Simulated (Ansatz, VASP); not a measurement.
NiO in VASP and in Ansatz

INCAR

```
SYSTEM = NiO
ALGO = Normal ; EDIFF = 1E-7
ENCUT = 520 ; GGA = PE
ISIF = 2 ; ISMEAR = -1
ISPIN = 2 ; LASPH = .TRUE.
LCHARG = .TRUE. ; LDAU = .TRUE.
LDAUJ = 0 0 ; LDAUL = -1 2
LDAUPRINT = 1 ; LDAUTYPE = 2
LDAUU = 0 6.6 ; LELF = .TRUE.
LMAXMIX = 4 ; LORBIT = 11
LREAL = .FALSE. ; LVHAR = .TRUE.
LWAVE = .FALSE. ; MAGMOM = 0 0 2 0
NBANDS = 28 ; NELM = 150
PREC = Accurate ; SIGMA = 0.03
```

The input KPOINTS:

```
k-points
0
G
  8 8 8
  0 0 0
```

File POSCAR:

```
NiO
1.0
    4.1771000000      2.0885500000      2.0885500000
    2.0885500000      4.1771000000      2.0885500000
    2.0885500000      2.0885500000      4.1771000000
O Ni
2 2
Direct
    0.2500000000      0.2500000000      0.2500000000
    0.7500000000      0.7500000000      0.7500000000
    0.0000000000      0.0000000000      0.0000000000
    0.5000000000      0.5000000000      0.5000000000
```

Input for Ansatz:

```yaml
crystal:
  lattice:
    - [4.1771, 2.08855, 2.08855]
    - [2.08855, 4.1771, 2.08855]
    - [2.08855, 2.08855, 4.1771]
  atoms:
    - { symbol: O, position: [0.25, 0.25, 0.25] }
    - { symbol: O, position: [0.75, 0.75, 0.75] }
    - { symbol: Ni, position: [0.0, 0.0, 0.0], spin: 2.0 }
    - { symbol: Ni, position: [0.5, 0.5, 0.5] }
magnetization:
  spin_polarized: true
hamiltonian:
  xc: pbe
  pseudopotentials: { kind: paw }
  hubbard: { sites: [{ species: Ni, l: d, u_eff: 6.6 }] }
basis:
  ecutwfc: 420
kpoints:
  mp_grid: { grid: [8, 8, 8] }
scf:
  occupations: { method: fermi_dirac, width: 0.03 }
  lower_state_search: "off"
output:
  forces: true
  stress: true
  write_density: true
  write_potential: true
  elf: true
  volumetric_format: npy
```

Alike in both runs: task single point; functional PBE; k mesh 8 × 8 × 8; occupations fermi-dirac, width 0.03 eV; collinear spin; Hubbard terms Ni d U = 6.6 eV.

|  | VASP | Ansatz |
| --- | --- | --- |
| version | VASP 6.6.1 | Ansatz 0.2.0 |
| potentials or method | VASP PAW PBE potentials, release 64 (O, Ni), cutoff 520 eV | PAW, plane waves, scalar-relativistic |
| valence electrons in the cell | 32 | 48 |

|  | VASP | Ansatz | Ansatz less VASP |
| --- | --- | --- | --- |
| pressure (GPa) | -3.8 | 11.2 | +15.00 |
| traceless stress, the component that is largest in VASP (GPa) | 0.00 | -0.09 | -0.092 |
| net moment per atom (μB) | 0.47 | 0.00 | -0.470 |
| size of the moment on the site where the two differ most (μB) | 0.07 | 1.68 | +1.607 |

The net moments are unlike, so the other rows may belong to different states. Site moments also hang on the region over which each program counts them. The programs project onto different local orbitals, so the same U acts differently, and such runs can settle in different states. VASP's potentials hold 32 valence electrons a cell and Ansatz's 48, so a difference there can come from the potentials and not from the codes. Ansatz's warnings: seeded moment not kept.
